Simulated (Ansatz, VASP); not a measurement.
Two plane-wave programs on CuF3

The input INCAR:

```
SYSTEM = CuF3
ALGO = Normal
EDIFF = 1E-6
ENCUT = 520
GGA = PE
ISIF = 2
ISMEAR = 0
ISPIN = 2
LASPH = .TRUE.
LCHARG = .FALSE.
LMAXMIX = 4
LORBIT = 11
LREAL = .FALSE.
LWAVE = .FALSE.
MAGMOM = 1 0 0 0
NBANDS = 28
NELM = 150
PREC = Accurate
SIGMA = 0.1
```

File KPOINTS:

```
k-points
0
G
  6 6 6
  0 0 0
```

POSCAR

```
CuF3
1.0
    3.5088314700      0.0000000000      0.0000000000
    0.0000000000      3.5088314700      0.0000000000
    0.0000000000      0.0000000000      3.5088314700
Cu F
1 3
Direct
    0.0000000000      0.0000000000      0.0000000000
    0.0000000000      0.5000000000      0.5000000000
    0.5000000000      0.0000000000      0.5000000000
    0.5000000000      0.5000000000      0.0000000000
```

Input for Ansatz:

```yaml
crystal:
  lattice:
    - [3.50883147, 0.0, 0.0]
    - [0.0, 3.50883147, 0.0]
    - [0.0, 0.0, 3.50883147]
  atoms:
    - { symbol: Cu, position: [0.0, 0.0, 0.0], spin: 1.0 }
    - { symbol: F, position: [0.0, 0.5, 0.5] }
    - { symbol: F, position: [0.5, 0.0, 0.5] }
    - { symbol: F, position: [0.5, 0.5, 0.0] }
basis:
  ecutwfc: 420
kpoints:
  mp_grid: { grid: [6, 6, 6] }
hamiltonian:
  xc: pbe
scf:
  occupations: { method: gaussian, width: 0.1 }
  lower_state_search: "off"
output:
  forces: true
  stress: true
  eigenvalues: true
  populations: true
magnetization:
  spin_polarized: true
```

Change from the starting cell: species swapped into the LuPt3 type (Pm-3m, No. 221).

Alike in both runs: task single point; functional PBE; k mesh 6 × 6 × 6; occupations gaussian, width 0.1 eV; collinear spin.

|  | VASP | Ansatz |
| --- | --- | --- |
| version | VASP 6.6.1 | Ansatz 0.2.0 |
| potentials or method | VASP PAW PBE potentials, release 64 (Cu, F), cutoff 520 eV | scalar-relativistic, plane waves, PAW |
| valence electrons in the cell | 32 | 40 |

```tsv
	VASP	Ansatz	Ansatz less VASP
gap on the k mesh at the Fermi level (eV)	none	none	-
pressure (GPa)	-6.3	-6.0	+0.26
net moment per atom (μB)	0.50	0.50	0.000
size of the moment on the site where the two differ most (μB)	0.43	0.46	+0.031
```

Site moments also hang on the region over which each program counts them. A gap of «none» marks a metal or a gap that the smearing closes. VASP's potentials hold 32 valence electrons a cell and Ansatz's 40, so a difference there can come from the potentials and not from the codes.
